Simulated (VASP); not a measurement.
Input of a VASP 6.6.1 run:

File INCAR:

```
SYSTEM = ZnO
ALGO = Normal
EDIFF = 1E-6
EDIFFG = -0.01
ENCUT = 600
GGA = PS
IBRION = 2
ISIF = 3
ISMEAR = -1
LASPH = .TRUE.
LCHARG = .FALSE.
LREAL = .FALSE.
LWAVE = .FALSE.
NELM = 80
NSW = 60
PREC = Accurate
SIGMA = 0.05
```

File KPOINTS:

```
k-points
0
G
  10 10 9
  0 0 0
```

Contents of POSCAR:

```
ZnO
1.0
    1.4332300000     -3.5270800000      0.0000000000
    1.4332300000      3.5270800000      0.0000000000
    0.0000000000      0.0000000000      2.8384900000
Zn O
1 1
Direct
    0.0000000000      0.0000000000      0.0000000000
    0.5000000000      0.5000000000      0.5000000000
```

Potentials or basis: VASP PAW PBE potentials, release 64 (Zn, O).

Launch:

```bash
$ cat potpaw_PBE.64/Zn/POTCAR potpaw_PBE.64/O/POTCAR > POTCAR
$ mpirun -np 1 vasp_std > vasp.out
```

(1) Predict the space group after relaxing (to 0.1 Å).

(2) Estimate the band gap on the k mesh.

Results:

(1) Cmmm (No. 65).

(2) zero (bands 9 and 10 overlap by 0.32 eV).

Caveat: semilocal functionals underestimate gaps, and a narrow one can read as zero.
